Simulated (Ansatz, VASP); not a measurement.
MnF2: VASP beside Ansatz

```
CELL_PARAMETERS angstrom
4.87340 0.00000 0.00000
0.00000 4.87340 0.00000
0.00000 0.00000 3.30990
ATOMIC_POSITIONS crystal
Mn 0.00000 0.00000 0.00000
Mn 0.50000 0.50000 0.50000
F 0.30500 0.30500 0.00000
F 0.19500 0.80500 0.50000
F 0.69500 0.69500 0.00000
F 0.80500 0.19500 0.50000
```

Alike in both runs: task single point; functional PBEsol; k mesh 5 × 5 × 7; occupations gaussian, width 0.05 eV; collinear spin; Hubbard terms Mn d U = 4.0 eV.

|  | VASP | Ansatz |
| --- | --- | --- |
| version | VASP 6.6.1 | Ansatz 0.2.0 |
| potentials or method | VASP PAW PBE potentials, release 64 (Mn_pv, F), cutoff 520 eV | scalar-relativistic, plane waves, PAW |
| valence electrons in the cell | 54 | 58 |

```tsv
	VASP	Ansatz	Ansatz less VASP
gap on the k mesh at the Fermi level (eV)	2.25	2.28	+0.029
least direct gap on the mesh (eV)	2.25	2.28	+0.029
pressure (GPa)	0.6	1.6	+0.95
traceless stress, the component that is largest in VASP (GPa)	-0.11	0.06	+0.177
rms of the force components (eV/Å)	0.004	0.004	-0.0003
net moment per atom (μB)	1.67	1.67	0.000
size of the moment on the site where the two differ most (μB)	4.68	4.23	-0.460
```

VASP's potentials were made for PBE, not for PBEsol. Site moments also hang on the region over which each program counts them. The programs project onto different local orbitals, so the same U acts differently, and such runs can settle in different states. Atom by atom the forces differ by 0.000 eV/Å (rms over components). VASP's potentials hold 54 valence electrons a cell and Ansatz's 58, so a difference there can come from the potentials and not from the codes.
